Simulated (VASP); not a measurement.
Input of a VASP 6.6.1 run:

The input INCAR:

```
SYSTEM = Ta
  ALGO = Fast
  EDIFF = 1E-7
  ENCUT = 520
  GGA = PE
  ISIF = 2
  ISMEAR = 0
  LASPH = .True.
  LCHARG = .False.
  LREAL = .False.
  LWAVE = .False.
  NBANDS = 18
  NELM = 80
  PREC = Accurate
  SIGMA = 0.1
```

The input KPOINTS:

```
k-points
0
Gamma
  16 16 16
  0 0 0
```

POSCAR

```
Ta
1.0
    3.3190623908      0.0000000000      0.0000000000
    0.0000000000      3.3190623908      0.0000000000
    0.0000000000      0.0000000000      3.3854436386
Ta
2
Direct
    0.0000000000      0.0000000000      0.0000000000
    0.5000000000      0.5000000000      0.5000000000
```

Potentials or basis: VASP PAW PBE potentials, release 64 (Ta_pv).

The run is started by

```sh
$ cat potpaw_PBE.64/Ta_pv/POTCAR > POTCAR
$ mpirun -np 1 vasp_std > vasp.out
```

**Question.** Predict the band gap on the k mesh.

**Answer.** Zero (band 11 reaches 6.74 eV, above the bottom of band 12 at 4.04 eV).

**Question.** Predict the pressure.

**Answer.** -3.5 GPa.

Stress tensor (GPa, compression positive):
```
-2.92  0.00  0.00
 0.00 -2.92  0.00
 0.00  0.00 -4.70
```

Caveat: the cell differs from its parent crystal (strain along c alone, the other axes held: +2.0 %); spin-orbit coupling is left out, which moves the levels of the heavy elements.
